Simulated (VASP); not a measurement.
# WC (P-6m2) in VASP: notebook

The runs below take WC through single point, with PBE.

Everything below comes from runs of VASP 6.6.1. Logs are shortened: lines on timing, memory, paths and dates and some standing lists are left out, and cuts for length are marked.

## (1) The cell of the first run

Symmetry: P-6m2, No. 187, hexagonal system. The conventional cell has a = 2.922 Å, b = 2.922 Å, c = 2.847 Å, α = 90.00°, β = 90.00°, γ = 120.00°. W (site symmetry -6m2) has 6 C at 2.21 Å and 8 W at 2.85 to 2.92 Å within 3.0 Å. C (site symmetry -6m2) has 6 W at 2.21 Å and 8 C at 2.85 to 2.92 Å within 3.0 Å.

## (2) Single point, PBE

The input, INCAR:

```
PREC     = Accurate       # precision mode
ENCUT    = 520            # plane-wave cutoff, eV
EDIFF    = 1E-6           # SCF threshold, eV
ISMEAR   = 0              # smearing method
SIGMA    = 0.15           # smearing width, eV
LREAL    = F              # projectors in reciprocal space
LASPH    = T              # aspherical terms in the spheres
NELM     = 60             # most SCF steps
ALGO     = Normal         # electronic algorithm
ISIF     = 2              # what is computed and relaxed
LWAVE    = F              # write WAVECAR
LCHARG   = F              # write CHGCAR
GGA      = PE             # functional
NBANDS   = 26             # bands
```

The input, KPOINTS:

```
Automatic mesh
0
Gamma
  14 14 14
```

The input, POSCAR:

```
WC
1.0
    2.9217716511      0.0000000000      0.0000000000
    1.4608858255     -2.5303284739     -2.8470758830
    1.4608858255      2.5303284739     -2.8470758830
W C
2 2
Direct
    0.5000000000      0.5000000000      0.5000000000
    0.0000000000      0.0000000000      0.0000000000
    0.7500000000      0.5833333333      0.9166666667
    0.2500000000      0.0833333333      0.4166666667
```

Potentials or basis: VASP PAW PBE potentials, release 64 (W_sv, C).

Launch:

```sh
> cat potpaw_PBE.64/W_sv/POTCAR potpaw_PBE.64/C/POTCAR > POTCAR
> mpirun -np 1 vasp_std > vasp.out
```

OUTCAR:

```text
PREC = Accurate
   ENCUT = 520
   EDIFF = 1E-6
   ISMEAR = 0
   LREAL = F
   LASPH = T
   NELM = 60
   ISIF = 2
   GGA = PE

 ion  position               nearest neighbor table
   1  0.500  0.500  0.500-   4 2.21   3 2.21   4 2.21   3 2.21   4 2.21   3 2.21   2 2.85   2 2.85
                             2 2.92   2 2.92   2 2.92   2 2.92
   2  0.000  0.000  0.000-   3 2.21   4 2.21   4 2.21   3 2.21   3 2.21   4 2.21   1 2.85   1 2.85
                             1 2.92   1 2.92   1 2.92   1 2.92
   3  0.750  0.583  0.917-   1 2.21   2 2.21   2 2.21   1 2.21   1 2.21   2 2.21
   4  0.250  0.083  0.417-   2 2.21   1 2.21   2 2.21   1 2.21   2 2.21   1 2.21

  LATTYP: Found a body centered orthorhombic cell.
 ALAT       =     2.9217716511
 B/A-ratio  =     1.7320508076
 C/A-ratio  =     1.9488695374

  Lattice vectors:

 A1 = (  -1.4608858255,   2.5303284739,   2.8470758830)
 A2 = (   1.4608858256,  -2.5303284739,   2.8470758830)
 A3 = (   1.4608858255,   2.5303284739,  -2.8470758830)

Analysis of symmetry for initial positions (statically):
=====================================================================
 Subroutine PRICEL returns following result:

  LATTYP: Found a hexagonal cell.
 ALAT       =     2.9217716511
 C/A-ratio  =     0.9744347687

  Lattice vectors:

 A1 = (  -2.9217716511,   0.0000000000,   0.0000000000)
 A2 = (   1.4608858255,  -2.5303284739,   0.0000000000)
 A3 = (   0.0000000001,   0.0000000000,   2.8470758830)

   2 primitive cells build up your supercell.

 Routine SETGRP: Setting up the symmetry group for a
 body centered orthorhombic supercell.

 Subroutine GETGRP returns: Found  4 space group operations
 (whereof  4 operations were pure point group operations)
 out of a pool of  8 trial point group operations.

The static configuration has the point symmetry C_2v.

Analysis of symmetry for dynamics (positions and initial velocities):
=====================================================================
 Subroutine PRICEL returns following result:

  LATTYP: Found a hexagonal cell.
 ALAT       =     2.9217716511
 C/A-ratio  =     0.9744347687

  Lattice vectors:

 A1 = (  -2.9217716511,   0.0000000000,   0.0000000000)
 A2 = (   1.4608858255,  -2.5303284739,   0.0000000000)
 A3 = (   0.0000000001,   0.0000000000,   2.8470758830)

   2 primitive cells build up your supercell.

 Routine SETGRP: Setting up the symmetry group for a
 body centered orthorhombic supercell.

 Subroutine GETGRP returns: Found  4 space group operations
 (whereof  4 operations were pure point group operations)
 out of a pool of  8 trial point group operations.

The dynamic configuration has the point symmetry C_2v.

 Subroutine INISYM returns: Found  4 space group operations
 (whereof  4 operations are pure point group operations),
 and found     2 'primitive' translations

----------------------------------------------------------------------------------------

                                     Primitive cell

  volume of cell :      21.0486

  direct lattice vectors                    reciprocal lattice vectors
    -2.921771651  0.000000000  0.000000000    -0.342258095 -0.197602803  0.000000000
     1.460885826 -2.530328474  0.000000000     0.000000000 -0.395205607  0.000000000
     0.000000000  0.000000000  2.847075883     0.000000000  0.000000000  0.351237565

  length of vectors
     2.921771651  2.921771651  2.847075883     0.395205607  0.395205607  0.351237565

  position of ions in fractional coordinates (direct lattice)
     0.000000000  0.000000000  0.000000000
     0.333333333  0.666666667  0.500000000

  ion indices of the primitive-cell ions
   primitive index   ion index
                 1           1
                 2           3

----------------------------------------------------------------------------------------

 KPOINTS: Automatic mesh

Automatic generation of k-mesh.
 Grid dimensions read from file:
 generate k-points for:   14   14   14

 Generating k-lattice:

  Cartesian coordinates                     Fractional coordinates (reciprocal lattice)
     0.024447007  0.000000000  0.012544199     0.071428571  0.000000000  0.000000000
     0.000000000 -0.014114486 -0.012544199     0.000000000  0.071428571  0.000000000
     0.000000000  0.014114486 -0.012544199     0.000000000  0.000000000  0.071428571

  Length of vectors
     0.027477501  0.018883210  0.018883210

  Shift w.r.t. Gamma in fractional coordinates (k-lattice)
     0.000000000  0.000000000  0.000000000

 Subroutine IBZKPT returns following result:
 ===========================================

 Found    428 irreducible k-points:

 Following reciprocal coordinates:
            Coordinates               Weight
  0.000000  0.000000  0.000000      1.000000
  0.071429  0.000000  0.000000      4.000000
  0.142857  0.000000  0.000000      4.000000
  0.214286  0.000000  0.000000      4.000000
  0.285714  0.000000  0.000000      4.000000
  0.357143  0.000000  0.000000      4.000000
[... 16 lines left out ...]
  0.000000  0.142857  0.000000      4.000000
  0.071429  0.142857  0.000000      8.000000
 [... further k-points ...]
   k-points           NKPTS =    428   k-points in BZ     NKDIM =    428   number of bands    NBANDS=     26
   number of dos      NEDOS =    301   number of ions     NIONS =      4
   total plane-waves  NPLWV =  21600
   dimension x,y,z NGX =    24 NGY =   30 NGZ =   30
   dimension x,y,z NGXF=    48 NGYF=   60 NGZF=   60
   ions per type =               2   2
   NGX,Y,Z   is equivalent  to a cutoff of  13.66, 12.23, 12.23 a.u.
   NGXF,Y,Z  is equivalent  to a cutoff of  27.31, 24.45, 24.45 a.u.
 SYSTEM =  unknown system
   PREC   = accura    normal or accurate (medium, high low for compatibility)
   ISTART =      0    job   : 0-new  1-cont  2-samecut
   ICHARG =      2    charge: 1-file 2-atom 10-const
   ISPIN  =      1    spin polarized calculation?
   LNONCOLLINEAR =      F non collinear calculations
   LSORBIT =      F    spin-orbit coupling
   LASPH  =      T    aspherical Exc in radial PAW
   ENCUT  =  520.0 eV  38.22 Ry    6.18 a.u.   5.43  7.59  7.59*2*pi/ulx,y,z
   NELM   =     60;   NELMIN=  2; NELMDL= -5     # of ELM steps
   EDIFF  = 0.1E-05   stopping-criterion for ELM
   LREAL  =      F    real-space projection
   EDIFFG = 0.1E-04   stopping-criterion for IOM
   NSW    =      0    number of steps for IOM
   IBRION =     -1    ionic relax: 0-MD 1-quasi-New 2-CG
   NFREE  =      0    steps in history (QN), initial steepest desc. (CG)
   ISIF   =      2    stress and relaxation
   ISYM   =      2    0-nonsym 1-usesym 2-fastsym
   POTIM  = 0.5000    time-step for ionic-motion
   TEBEG  =    0.0;   TEEND  =   0.0 temperature during run
   PSTRESS=    0.0 pullay stress
   NELECT =      36.0000    total number of electrons
   NUPDOWN=      -1.0000    fix difference up-down
   EMIN   =  10.00;   EMAX   =-10.00  energy-range for DOS
   EFERMI =   0.00;   METHOD = LEGACY
   ISMEAR =     0;   SIGMA  =   0.15  broadening in eV -4-tet -1-fermi 0-gaus
   EFERMI_NEDOS =   21; number of points for ismear=-14 and -15
   IALGO  =     38    algorithm
   IMIX   =      4    mixing-type and parameters
     AMIX     =   0.40;   BMIX     =  1.00
     AMIX_MAG =   1.60;   BMIX_MAG =  1.00
  volume/ion in A,a.u.               =      10.52        71.02
  Fermi-wavevector in a.u.,A,eV,Ry     =   1.553907  2.936458 32.852980  2.414626
  Thomas-Fermi vector in A             =   2.658070
   LORBIT       =      0    0 simple, 1 ext, 2 COOP (PROOUT), +10 PAW based schemes
   GGA     = PE    functional components
   LHFCALC =     F    Hartree Fock is set to
   AEXX    =    0.0000 exact exchange contribution
   IVDW    =     0    specifies the selected vdW correction
   LEPSILON=     F    determine dielectric tensor
   LRPA    =     F    only Hartree local field effects (RPA)
 non-spin polarized calculation
 Gauss-broadening in eV      SIGMA  =   0.15
  energy-cutoff  :      520.00
  volume of cell :       42.10
 maximum number of plane-waves:      1153
 NGX is ok and might be reduce to    24

 number of electron      35.9999995 magnetization

 Free energy of the ion-electron system (eV)
  ---------------------------------------------------
  ext. energy  EPLUGINS =         0.00000000
  ---------------------------------------------------
  free energy    TOTEN  =       -44.90114416 eV

  energy without entropy =      -44.89431562  energy(sigma->0) =      -44.89772989

 E-fermi :  10.8704     XC(G=0): -13.7208

 val. band max:       10.8702719167   @ k =  -0.1429   0.3571   0.2857
 cond. band min:      10.8717110337   @ k =   0.5000  -0.3571   0.0714
 fundamental gap:      0.0014391170
 Fermi energy:        10.8703675681

 k-point     1 :       0.0000    0.0000    0.0000
  band No.  band energies     occupation
      1     -63.1571      2.00000
      2     -63.0656      2.00000
      3     -27.7035      2.00000
      4     -27.6843      2.00000
      5     -27.1472      2.00000
      6     -27.1345      2.00000
[... 18 lines left out ...]
     25      17.1502      0.00000
     26      17.3845      0.00000

 k-point     2 :       0.0714    0.0000    0.0000
  band No.  band energies     occupation
      1     -63.1546      2.00000
      2     -63.0653      2.00000
      3     -27.6936      2.00000
      4     -27.6745      2.00000
      5     -27.1717      2.00000
      6     -27.1400      2.00000
[... 18 lines left out ...]
     25      17.3248      0.00000
     26      17.4865      0.00000

 k-point     3 :       0.1429    0.0000    0.0000
  band No.  band energies     occupation
      1     -63.1475      2.00000
      2     -63.0649      2.00000
      3     -27.6647      2.00000
      4     -27.6462      2.00000
      5     -27.2396      2.00000
      6     -27.1600      2.00000
[... 572 lines left out ...]
 k-point    23 :       0.0000    0.1429    0.0000
  band No.  band energies     occupation
      1     -63.1526      2.00000
      2     -63.0700      2.00000
      3     -27.6751      2.00000
      4     -27.6606      2.00000
      5     -27.1663      2.00000
      6     -27.1427      2.00000
[... 18 lines left out ...]
     25      17.4318      0.00000
     26      17.6684      0.00000

 k-point    24 :       0.0714    0.1429    0.0000
  band No.  band energies     occupation
      1     -63.1520      2.00000
      2     -63.0679      2.00000
      3     -27.6825      2.00000
      4     -27.6610      2.00000
      5     -27.1625      2.00000
      6     -27.1351      2.00000
[... 18 lines left out ...]
     25      17.1749      0.00000
     26      17.8587      0.00000

 [... further k-points ...]

------------------------ aborting loop because EDIFF is reached ----------------------------------------

  FORCE on cell =-STRESS in cart. coord.  units (eV):
  Direction    XX          YY          ZZ          XY          YZ          ZX
  --------------------------------------------------------------------------------------
  -------------------------------------------------------------------------------------
  Total        0.2906548      0.2682113      0.3033471      0.0000000      0.0000000      0.0000000
  in kB       11.0620579     10.2078789     11.5451125      0.0000000      0.0000000      0.0000000
  external PRESSURE =      10.9383498 kB  Pullay stress =       0.0000000 kB

 VOLUME and BASIS-vectors are now :
 -----------------------------------------------------------------------------
  energy-cutoff  :      520.00
  volume of cell :       42.10
      direct lattice vectors                 reciprocal lattice vectors
     2.921771651  0.000000000  0.000000000     0.342258095  0.000000000  0.175618782
     1.460885825 -2.530328474 -2.847075883     0.000000000 -0.197602803 -0.175618782
     1.460885825  2.530328474 -2.847075883     0.000000000  0.197602803 -0.175618782

 POSITION                                       TOTAL-FORCE (eV/Angst)
 -----------------------------------------------------------------------------------
      2.92177      0.00000     -2.84708         0.000000      0.004051      0.000000
      0.00000      0.00000      0.00000         0.000000      0.004051      0.000000
      4.38266      0.84344     -4.27061         0.000000     -0.004051      0.000000
      1.46089      0.84344     -1.42354         0.000000     -0.004051      0.000000
 -----------------------------------------------------------------------------------
    total drift:                               -0.000000     -0.000009     -0.000000

  FREE ENERGIE OF THE ION-ELECTRON SYSTEM (eV)
  ---------------------------------------------------
  free  energy   TOTEN  =       -44.9011441581 eV

  energy  without entropy=      -44.8943156215  energy(sigma->0) =      -44.89772989
```

Run time: 3.7 min. Hardware: 1 thread of Intel Xeon Platinum 8375C at 2.90GHz (Ice Lake), shared host; peak memory 0.46 GiB.

What came out:

```
Free energy            : -44.9011 eV
Pressure               : 1.1 GPa
Largest force          : 0.004 eV/Å
Band gap on the k mesh : zero (bands 18 and 19 overlap by 1.20 eV)
```

Forces in eV/Å, atoms in the order of the input:
```
W    0.000  0.004  0.000
W    0.000  0.004  0.000
C    0.000 -0.004  0.000
C    0.000 -0.004  0.000
```

Caveat: spin-orbit coupling is left out, which moves the levels of the heavy elements.

## (3) Single point, PBE

This run uses another cell than the first one: it holds 2 atoms, not 4.

The input, INCAR:

```
ALGO     = Normal         # electronic algorithm
EDIFF    = 1E-6           # SCF threshold, eV
ENCUT    = 520            # plane-wave cutoff, eV
GGA      = PE             # functional
ISIF     = 2              # what is computed and relaxed
ISMEAR   = 0              # smearing method
LASPH    = T              # aspherical terms in the spheres
LCHARG   = F              # write CHGCAR
LREAL    = F              # projectors in reciprocal space
LWAVE    = F              # write WAVECAR
NBANDS   = 16             # bands
NELM     = 100            # most SCF steps
PREC     = Accurate       # precision mode
SIGMA    = 0.15           # smearing width, eV
```

The input, KPOINTS:

```
k-points
0
Gamma
  24 24 22
```

The input, POSCAR:

```
WC
1.0
    2.9217716510      0.0000000000      0.0000000000
   -1.4608858255      2.5303284738      0.0000000000
    0.0000000000      0.0000000000      2.8470758829
W C
1 1
Direct
    0.0000000000      0.0000000000      0.0000000000
    0.6666666667      0.3333333333      0.5000000000
```

Potentials or basis: VASP PAW PBE potentials, release 64 (W_sv, C).

Launch:

```sh
> cat potpaw_PBE.64/W_sv/POTCAR potpaw_PBE.64/C/POTCAR > POTCAR
> mpirun -np 1 vasp_std > vasp.out
```

Run time: 2.3 min. Hardware: 1 thread of AMD EPYC 7R13 (Zen 3), shared host; peak memory 0.31 GiB.

Results (log left out):

```
Free energy            : -22.4506 eV
Pressure               : 1.1 GPa
Band gap on the k mesh : zero (bands 9 and 10 overlap by 1.27 eV)
```

Levels at points of the mesh, in eV from the Fermi level:
```tsv
k point	band 5	band 6	band 7	band 8	band 9	band 10	band 11	band 12	band 13	band 14
(0.00, 0.00, 0.00)	-14.34	-4.23	-3.28	-3.28	0.10	3.17	3.17	5.55	5.55	6.27
(0.50, 0.00, 0.00)	-11.05	-6.97	-3.54	-3.50	-0.47	2.31	4.44	4.78	6.78	9.57
(0.00, 0.00, 0.50)	-10.39	-8.56	-1.99	-1.99	-0.57	-0.57	3.64	4.48	4.48	9.88
(0.50, 0.00, 0.50)	-11.20	-6.37	-4.25	-4.15	0.26	4.33	5.20	6.51	9.03	9.95
```

Caveat: spin-orbit coupling is left out, which moves the levels of the heavy elements.

## (4) Single point, PBE

This run uses another cell than the first one: it holds 2 atoms, not 4.

The input, INCAR:

```
ALGO = Normal
EDIFF = 1E-7
ENCUT = 520
GGA = PE
ISIF = 2
ISMEAR = 0
LASPH = True
LCHARG = False
LREAL = False
LWAVE = False
NBANDS = 16
NELM = 100
PREC = Accurate
SIGMA = 0.15
```

The input, KPOINTS:

```
k-points
0
Gamma
  24 24 24
```

POSCAR is that of step 3.

Launch:

```sh
> cat potpaw_PBE.64/W_sv/POTCAR potpaw_PBE.64/C/POTCAR > POTCAR
> mpirun -np 1 vasp_std > vasp.out
```

Wall time 2.7 min (1 thread of AMD EPYC 7R13 (Zen 3), shared host); peak memory 0.33 GiB.

The run converged. Its results:

```
Free energy            : -22.4507 eV
Pressure               : 1.1 GPa
Band gap on the k mesh : zero (bands 9 and 10 overlap by 1.25 eV)
```

Levels at points of the mesh, in eV from the Fermi level:
```csv
k point,band 7,band 8,band 9,band 10,band 11,band 12
"(0.00, 0.00, 0.00)",-3.28,-3.28,0.10,3.17,3.17,5.55
"(0.50, 0.00, 0.00)",-3.54,-3.50,-0.47,2.31,4.44,4.78
"(0.00, 0.00, 0.50)",-1.99,-1.99,-0.57,-0.57,3.64,4.48
"(0.50, 0.00, 0.50)",-4.25,-4.15,0.26,4.33,5.21,6.51
```

Caveat: spin-orbit coupling is left out, which moves the levels of the heavy elements.

## (5) Single point, PBE

This run uses another cell than the first one: it holds 6 atoms, not 4.

The input, INCAR:

```
SYSTEM = WC
PREC = Accurate
ENCUT = 520
EDIFF = 1E-7
ISMEAR = 0
SIGMA = 0.15
LREAL = .FALSE.
LASPH = .TRUE.
NELM = 60
ALGO = Normal
ISIF = 2
LWAVE = .FALSE.
LCHARG = .FALSE.
GGA = PE
NBANDS = 36
```

The input, KPOINTS:

```
Automatic mesh
0
G
  23 23 7
  0 0 0
```

The input, POSCAR:

```
WC
1.0
   -1.4608858258     -2.5303284743      0.0000000000
    1.4608858258     -2.5303284743      0.0000000000
    0.0000000000      0.0000000000      8.5412276451
W C
3 3
Direct
    0.0000000000      0.0000000000      0.3333333333
    0.0000000000      0.0000000000      0.6666666667
    0.0000000000      0.0000000000      0.0000000000
    0.3333333333      0.3333333333      0.1666666667
    0.3333333333      0.3333333333      0.5000000000
    0.3333333333      0.3333333333      0.8333333333
```

Launch:

```sh
> cat potpaw_PBE.64/W_sv/POTCAR potpaw_PBE.64/C/POTCAR > POTCAR
> mpirun -np 1 vasp_std > vasp.out
```

It took 7.2 min on 1 thread of Intel Xeon Platinum 8488C (Sapphire Rapids), shared host; peak memory 0.48 GiB.

It converged, with:

| Item | Value |
| --- | --- |
| Free energy | -67.3519 eV |
| Pressure | 1.1 GPa |
| Band gap on the k mesh | zero (bands 27 and 28 overlap by 1.02 eV) |

Levels at points of the mesh, in eV from the Fermi level:
| k point | band 24 | band 25 | band 26 | band 27 | band 28 | band 29 | band 30 | band 31 |
| --- | --- | --- | --- | --- | --- | --- | --- | --- |
| (0.00, 0.00, 0.00) | -2.32 | -0.09 | -0.09 | -0.09 | -0.09 | 0.10 | 2.06 | 2.06 |

Caveat: spin-orbit coupling is left out, which moves the levels of the heavy elements.

## (6) The runs side by side

```csv
cell,k mesh,gap on the mesh (eV),pressure (GPa)
"a = 2.922, b = 4.080, c = 4.080 Å, angles 76.7, 69.0, 69.0°, 4 atoms, atomic positions A",14 × 14 × 14,none,1.1
"a = 2.922, b = 2.922, c = 2.847 Å, angles 90.0, 90.0, 120.0°, 2 atoms, atomic positions B",24 × 24 × 22,none,1.1
"a = 2.922, b = 2.922, c = 2.847 Å, angles 90.0, 90.0, 120.0°, 2 atoms, atomic positions B",24 × 24 × 24,none,1.1
"a = 2.922, b = 2.922, c = 8.541 Å, angles 90.0, 90.0, 60.0°, 6 atoms, atomic positions C",23 × 23 × 7,none,1.1
```

Alike in all rows: task single point; level PBE; potentials or basis VASP PAW PBE potentials, release 64 (W_sv, C); no spin polarisation; cutoff (eV) 520; smearing gaussian 0.15 eV.

Caveats: spin-orbit coupling is left out, which moves the levels of the heavy elements.

Absolute energies hang on the potentials; compare differences alone.
